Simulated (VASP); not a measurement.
Mg3O2:

```xyz
10
Lattice="2.8416 1.6406 5.1721 -2.8416 1.6406 5.1721 0.0000 -3.2812 5.1721" Properties=species:S:1:pos:R:3 pbc="T T T"
Mg   -1.1011   -1.6406    6.4651
Mg    1.9714   -0.1333    6.4651
Mg   -0.8702    1.7739    6.4651
Mg    1.1011    1.6406    9.0512
Mg   -1.9714    0.1333    9.0512
Mg    0.8702   -1.7739    9.0512
O     0.0000    0.0000   13.2227
O     0.0000    0.0000   10.0518
O     0.0000    0.0000    2.2936
O     0.0000    0.0000    5.4645
```

```yaml
Program: VASP 6.6.1
Task: relaxation of cell and atoms
Functional: PBE
Potentials_or_basis: VASP PAW PBE potentials, release 64 (Mg, O)
Cutoff: 600 eV
k_mesh: 6 × 6 × 6
Occupations: gaussian, width 0.1 eV
Spin: no spin polarisation
```

At the start: pressure -7.2 GPa; volume 14.47 Å³/atom.

Question: Where does the relaxation end?

Answer: Over 9 steps the energy falls by 170.6 meV/atom and the volume is 12.45 Å³/atom (-13.9 %); space group R-3c (No. 167, to 0.05 Å).

The path:
```csv
step,energy change (eV),largest force (eV/Å),pressure (GPa),volume (Å³)
1,0.0000,1.1287,-7.17,144.67
2,-0.7873,1.3170,-1.83,131.51
3,-1.0563,1.2947,6.90,118.98
4,-1.4846,0.5464,6.64,117.81
5,-1.5568,0.1227,6.77,117.10
6,-1.7052,0.0810,0.19,124.26
7,-1.7053,0.0818,0.04,124.45
8,-1.7062,0.0426,0.01,124.50
9,-1.7065,0.0112,0.00,124.53
```

Final structure:
```
Mg O
1.0
     2.63093    1.51897    5.19354
    -2.63093    1.51897    5.19354
     0.00000   -3.03794    5.19354
Mg O
6 4
Direct
  0.07771 0.42229 0.75000
  0.75000 0.07771 0.42229
  0.42229 0.75000 0.07771
  0.92229 0.57771 0.25000
  0.25000 0.92229 0.57771
  0.57771 0.25000 0.92229
  0.83605 0.83605 0.83605
  0.66395 0.66395 0.66395
  0.16395 0.16395 0.16395
  0.33605 0.33605 0.33605
```
